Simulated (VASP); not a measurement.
# ZrC (Fmm2) in VASP: further runs, part 2 of 2

VASP 6.6.1. The steps go on from the part before.

## Step 4: Single point, LDA (mode 4 frozen in at -0.172 Å, strain +e along z and -e/2 along x and y +0.0700)

File INCAR:

```
SYSTEM = ZrC
ALGO = Normal
EDIFF = 1E-6
ENCUT = 520
ISIF = 2
ISMEAR = 0
LASPH = .True.
LCHARG = .False.
LREAL = .False.
LWAVE = .False.
NBANDS = 15
NELM = 100
PREC = Accurate
SIGMA = 0.15
```

File KPOINTS:

```
k-points
0
Gamma
  16 16 16
  0 0 0
```

File POSCAR:

```
ZrC
1.0
    0.0000000000      2.2395031095      2.4831796137
    2.2395031095      0.0000000000      2.4831796137
    2.2395031095      2.2395031095      0.0000000000
Zr C
1 1
Direct
    0.4951207967      0.5048792033      0.5048792033
    0.0370573274     -0.0370573274     -0.0370573274
```

The run is started by

```console
> cat potpaw_LDA.64/Zr_sv/POTCAR potpaw_LDA.64/C/POTCAR > POTCAR
> mpirun -np 1 vasp_std > vasp.out
```

It took 78 s on 1 thread of Intel Xeon 6975P-C (Granite Rapids), shared host; peak memory 0.33 GiB.

Results (log left out):

```yaml
Free_energy: -20.8362 eV
Pressure: 10.8 GPa
Largest_force: 2.546 eV/Å
Band_gap_on_the_k_mesh: zero (band 8 reaches 10.62 eV, above the bottom of band 9 at 9.32 eV)
```

Forces on the atoms (eV/Å):
```
Zr  -2.546  0.000  0.000
C    2.546  0.000  0.000
```

Stress tensor (GPa, compression positive):
```
 33.67   0.00   0.00
  0.00  18.75   0.00
  0.00   0.00 -19.94
```

Levels at points of the mesh, in eV from the Fermi level:
```tsv
k point	band 4	band 5	band 6	band 7	band 8	band 9	band 10	band 11	band 12	band 13
(0.00, 0.00, 0.00)	-25.55	-11.39	-0.75	-0.20	0.22	1.33	1.89	2.06	2.11	4.26
(0.50, 0.00, 0.00)	-25.59	-8.01	-5.56	-3.41	-3.14	4.23	4.91	5.52	6.44	8.93
(0.50, 0.50, 0.00)	-25.79	-10.29	-2.79	-2.57	0.19	1.07	4.92	5.67	5.70	7.67
(0.50, 0.00, 0.50)	-25.91	-10.27	-2.68	-1.65	0.10	0.26	4.48	5.07	6.42	8.90
(0.00, 0.50, 0.50)	-25.92	-10.27	-2.11	-1.46	-0.43	0.11	4.30	5.07	6.41	7.97
```

Caveat: the cell differs from its parent crystal (mode 4 frozen in at -0.172 Å, strain +e along z and -e/2 along x and y +0.0700); forces of over 1 eV/Å act on the atoms, so gaps and moduli don't describe the material at rest.

## Step 5: Single point, LDA (mode 4 frozen in at -0.172 Å, strain +e along z and -e/2 along x and y -0.0700)

File INCAR:

```
SYSTEM = ZrC
PREC     = Accurate       ! precision mode
ENCUT    = 520            ! plane-wave cutoff, eV
EDIFF    = 1E-6           ! SCF threshold, eV
ISMEAR   = 0              ! smearing method
SIGMA    = 0.15           ! smearing width, eV
LREAL    = .False.        ! projectors in reciprocal space
LASPH    = .True.         ! aspherical terms in the spheres
NELM     = 60             ! most SCF steps
ALGO     = Normal         ! electronic algorithm
ISIF     = 2              ! what is computed and relaxed
LWAVE    = .False.        ! write WAVECAR
LCHARG   = .False.        ! write CHGCAR
GGA      = CA             ! functional
NBANDS   = 15             ! bands
```

File KPOINTS:

```
Automatic mesh
0
Gamma
  16 16 16
  0 0 0
```

File POSCAR:

```
ZrC
1.0
    0.0000000000      2.4019541123      2.1582776081
    2.4019541123      0.0000000000      2.1582776081
    2.4019541123      2.4019541123      0.0000000000
Zr C
1 1
Direct
    0.4951207967      0.5048792033      0.5048792033
    0.0370573274     -0.0370573274     -0.0370573274
```

Potentials or basis: VASP PAW LDA potentials, release 64 (Zr_sv, C).

The run is started by

```console
> cat potpaw_LDA.64/Zr_sv/POTCAR potpaw_LDA.64/C/POTCAR > POTCAR
> mpirun -np 1 vasp_std > vasp.out
```

OUTCAR:

```text
SYSTEM = ZrC
   PREC = Accurate
   ENCUT = 520
   EDIFF = 1E-6
   ISMEAR = 0
   LREAL = .False.
   LASPH = .True.
   NELM = 60
   ISIF = 2
   GGA = CA

 ion  position               nearest neighbor table
   1  0.495  0.505  0.505-   2 2.17   2 2.17   2 2.20   2 2.41   2 2.41   2 2.60
   2  0.037  0.963  0.963-   1 2.17   1 2.17   1 2.20   1 2.41   1 2.41   1 2.60

  LATTYP: Found a body centered tetragonal cell.
 ALAT       =     3.3968760818
 C/A-ratio  =     1.2707426212

  Lattice vectors:

 A1 = (   0.0000000000,  -2.4019541123,  -2.1582776081)
 A2 = (   0.0000000000,   2.4019541123,  -2.1582776081)
[... 611 lines left out ...]
     13      14.5448      0.00000
     14      18.8129      0.00000
     15      21.1088      0.00000

 [... further k-points ...]
[... 5 lines left out ...]
  --------------------------------------------------------------------------------------
  -------------------------------------------------------------------------------------
  Total       -0.1836922     -1.7383987      6.1159964      0.0000000      0.0000000      0.0000000
  in kB      -11.8177431   -111.8389962    393.4695132      0.0000000      0.0000000      0.0000000
  external PRESSURE =      89.9375913 kB  Pullay stress =       0.0000000 kB

 VOLUME and BASIS-vectors are now :
 -----------------------------------------------------------------------------
  energy-cutoff  :      520.00
  volume of cell :       24.90
      direct lattice vectors                 reciprocal lattice vectors
     0.000000000  2.401954112  2.158277608    -0.208163844  0.208163844  0.231666213
     2.401954112  0.000000000  2.158277608     0.208163844 -0.208163844  0.231666213
     2.401954112  2.401954112  0.000000000     0.208163844  0.208163844 -0.231666213

 POSITION                                       TOTAL-FORCE (eV/Angst)
 -----------------------------------------------------------------------------------
      2.42539      2.40195      2.15828        -0.947488      0.000000      0.000000
      4.62589      2.40195      2.15828         0.947488      0.000000      0.000000
 -----------------------------------------------------------------------------------
    total drift:                               -0.000039      0.000003     -0.000000

  FREE ENERGIE OF THE ION-ELECTRON SYSTEM (eV)
  ---------------------------------------------------
  free  energy   TOTEN  =       -20.9171561376 eV

  energy  without entropy=      -20.9146963376  energy(sigma->0) =      -20.91592624
```

Run time: 67 s. Hardware: 1 thread of Intel Xeon 6975P-C (Granite Rapids), shared host; peak memory 0.32 GiB.

What came out:

```yaml
Free_energy: -20.9172 eV
Pressure: 9.0 GPa
Largest_force: 0.947 eV/Å
Band_gap_on_the_k_mesh: zero (band 8 reaches 10.32 eV, above the bottom of band 9 at 9.79 eV)
```

Forces on the atoms (eV/Å):
```
Zr  -0.947  0.000  0.000
C    0.947  0.000  0.000
```

Stress tensor (GPa, compression positive):
```
 -1.18   0.00   0.00
  0.00 -11.18   0.00
  0.00   0.00  39.35
```

Caveat: the cell differs from its parent crystal (mode 4 frozen in at -0.172 Å, strain +e along z and -e/2 along x and y -0.0700).

## Step 6: The runs side by side

| cell | gap on the mesh (eV) | pressure (GPa) | largest force (eV/Å) |
| --- | --- | --- | --- |
| a = 3.263, b = 3.263, c = 3.320 Å, angles 59.4, 59.4, 61.2°, 2 atoms | none | 2.6 | 0.88 |
| a = 3.229, b = 3.229, c = 3.397 Å, angles 58.3, 58.3, 63.5°, 2 atoms | none | 9.0 | 0.95 |
| a = 3.344, b = 3.344, c = 3.167 Å, angles 61.7, 61.7, 56.5°, 2 atoms | none | 10.8 | 2.55 |

Some of these runs hold the atoms at other places in the same cell, which the table doesn't show; runs alike in all that it shows share one row.

Alike in all rows: task single point; level LDA; potentials or basis VASP PAW LDA potentials, release 64 (Zr_sv, C); no spin polarisation; k mesh 16 × 16 × 16; cutoff (eV) 520; smearing gaussian 0.15 eV.

Caveats: forces of over 1 eV/Å act on the atoms, so gaps and moduli don't describe the material at rest (some runs).

Total energies depend on the potentials used, so only differences within one code and one set of settings carry meaning.
